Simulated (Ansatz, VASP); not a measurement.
# One calculation of Cd, two programs

File INCAR:

```
SYSTEM = Cd
  ALGO = Normal
  EDIFF = 1E-7
  ENCUT = 520
  GGA = PS
  ISIF = 2
  ISMEAR = -5
  LASPH = .True.
  LCHARG = .False.
  LNONCOLLINEAR = .True.
  LORBIT = 11
  LREAL = .False.
  LWAVE = .False.
  MAGMOM = 0 0 0.5
  NBANDS = 23
  NELM = 150
  PREC = Accurate
  SIGMA = 0.05
```

File KPOINTS:

```
k-points
0
Gamma
  10 10 10
  0 0 0
```

Contents of POSCAR:

```
Cd
1.0
   -1.7478970447      1.7478970447      1.7478970447
    1.7478970447     -1.7478970447      1.7478970447
    1.7478970447      1.7478970447     -1.7478970447
Cd
1
Direct
    0.0000000000      0.0000000000      0.0000000000
```

File input.yaml:

```yaml
crystal:
  lattice:
    - [-1.7478970447, 1.7478970447, 1.7478970447]
    - [1.7478970447, -1.7478970447, 1.7478970447]
    - [1.7478970447, 1.7478970447, -1.7478970447]
  atoms:
    - { symbol: Cd, position: [0.0, 0.0, 0.0], spin: 0.5, spin_axis: [0.0, 0.0, 0.5] }
hamiltonian:
  xc: pbesol
  pseudopotentials: { kind: paw, accuracy: stringent, xc_functional: pbe }
magnetization:
  noncollinear: true
  spin_orbit: false
kpoints:
  mp_grid: { grid: [10, 10, 10] }
scf:
  occupations: { method: tetrahedron }
output:
  forces: true
  stress: true
```

Alike in both runs: task single point; functional PBEsol; k mesh 10 × 10 × 10; occupations tetrahedron; non-collinear spin.

```csv
,VASP,Ansatz
version,VASP 6.6.1,Ansatz 0.2.0
potentials or method,"VASP PAW PBE potentials, release 64 (Cd)",SSSP precision PAW
plane-wave cutoff (eV),520,1361
valence electrons in the cell,12,20
```

```tsv
	VASP	Ansatz	Ansatz less VASP
gap on the k mesh at the Fermi level (eV)	none	none	-
pressure (GPa)	-0.4	-0.7	-0.35
traceless stress, the component that is largest in VASP (GPa)	-0.49	0.00	+0.487
net moment per atom (μB)	0.00	0.00	0.000
```

VASP's potentials were made for PBE, not for PBEsol. A gap of «none» marks a metal or a gap that the smearing closes. The functional is the same, so the differences come from potentials, cutoffs and numerics. VASP's potentials hold 12 valence electrons a cell and Ansatz's 20, so a difference there can come from the potentials and not from the codes.
